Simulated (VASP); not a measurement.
Set up this calculation in VASP 6.6.1, as the native input.

| Property | Result |
| --- | --- |
| Task | single point |
| Functional | r2SCAN |
| Potentials or basis | VASP PAW PBE potentials, release 64 (C) |
| Cutoff | 520 eV |
| k mesh | 10 × 10 × 2 |
| Occupations | gaussian, width 0.05 eV |
| Spin | no spin polarisation |
| Dipole correction | no |
| Further INCAR settings | ALGO = Normal; EDIFF = 1e-06; NBANDS = 36 |

C:

```
CELL_PARAMETERS angstrom
1.78014 -1.78014 0.00000
1.78014 0.00000 -1.78014
7.41714 6.97228 6.97228
ATOMIC_POSITIONS crystal
C 0.64410 0.64410 0.27087
C 0.99132 0.99132 0.10420
C 0.29689 0.29689 0.43753
C 0.60245 0.60245 0.77087
C 0.94967 0.94967 0.60420
C 0.25524 0.25524 0.93753
C 0.63369 0.63369 0.39587
C 0.98091 0.98091 0.22920
C 0.28647 0.28647 0.56253
C 0.59204 0.59204 0.89587
C 0.93926 0.93926 0.72920
C 0.32812 0.32812 0.06253
```

This cell differs from its parent crystal: the part above a cut slid along it.

These files were run (other wordings do the same):

POSCAR

```
C
1.0
    1.7801417073     -1.7801417073      0.0000000000
    1.7801417073      0.0000000000     -1.7801417073
    7.4171384377      6.9722810251      6.9722810251
C
12
Direct
    0.6441034733      0.6441034733      0.2708666667
   -0.0086798600     -0.0086798600      0.1042000000
    0.2968868067      0.2968868067      0.4375333333
    0.6024534733      0.6024534733      0.7708666667
    0.9496701400      0.9496701400      0.6042000000
    0.2552368067      0.2552368067      0.9375333333
    0.6336909733      0.6336909733      0.3958666667
    0.9809076400      0.9809076400      0.2292000000
    0.2864743067      0.2864743067      0.5625333333
    0.5920409733      0.5920409733      0.8958666667
   -0.0607423600     -0.0607423600      0.7292000000
    0.3281243067      0.3281243067      0.0625333333
```

INCAR.step1

```
SYSTEM = C
PREC     = Accurate       ! precision mode
ENCUT    = 520            ! plane-wave cutoff, eV
ISMEAR   = 0              ! smearing method
SIGMA    = 0.05           ! smearing width, eV
LREAL    = .FALSE.        ! projectors in reciprocal space
LASPH    = .TRUE.         ! aspherical terms in the spheres
NELM     = 100            ! most SCF steps
NBANDS   = 36             ! bands
GGA      = PE             ! functional
ALGO     = Normal         ! electronic algorithm
EDIFF    = 1E-4           ! SCF threshold, eV
LWAVE    = .TRUE.         ! write WAVECAR
LCHARG   = .FALSE.        ! write CHGCAR
```

INCAR.step2

```
SYSTEM = C
PREC     = Accurate       ! precision mode
ENCUT    = 520            ! plane-wave cutoff, eV
EDIFF    = 1E-6           ! SCF threshold, eV
ISMEAR   = 0              ! smearing method
SIGMA    = 0.05           ! smearing width, eV
LREAL    = .FALSE.        ! projectors in reciprocal space
LASPH    = .TRUE.         ! aspherical terms in the spheres
NELM     = 100            ! most SCF steps
ALGO     = Normal         ! electronic algorithm
ISIF     = 2              ! what is computed and relaxed
LWAVE    = .FALSE.        ! write WAVECAR
LCHARG   = .TRUE.         ! write CHGCAR
METAGGA  = R2SCAN         ! meta-GGA
LMIXTAU  = .TRUE.       
LELF     = .TRUE.         ! ELF
LVHAR    = .TRUE.       
NBANDS   = 36             ! bands
ISTART   = 1
```

KPOINTS

```
regular mesh
0
G
  10 10 2
  0 0 0
```

Potentials or basis: VASP PAW PBE potentials, release 64 (C).

Command:

```console
$ cat potpaw_PBE.64/C/POTCAR > POTCAR
$ cp INCAR.step1 INCAR
$ mpirun -np 1 vasp_std > vasp.out
$ cp INCAR.step2 INCAR
$ mpirun -np 1 vasp_std > vasp.out
```

It gave:

| Item | Value |
| --- | --- |
| Pressure | 1.2 GPa |
| Largest force | 2.780 eV/Å |
| Band gap on the k mesh | 3.77 eV (least direct gap 5.36 eV) |

Caveat: the cell differs from its parent crystal (the part above a cut slid along it); the stress differs along the axes, from -14 to 9 GPa; the PAW data sets were made with another functional, which shifts forces and pressure a little.

It took 10 min on 1 thread of Intel Xeon 8259CL, with other jobs on the host, peak memory 0.25 GiB.
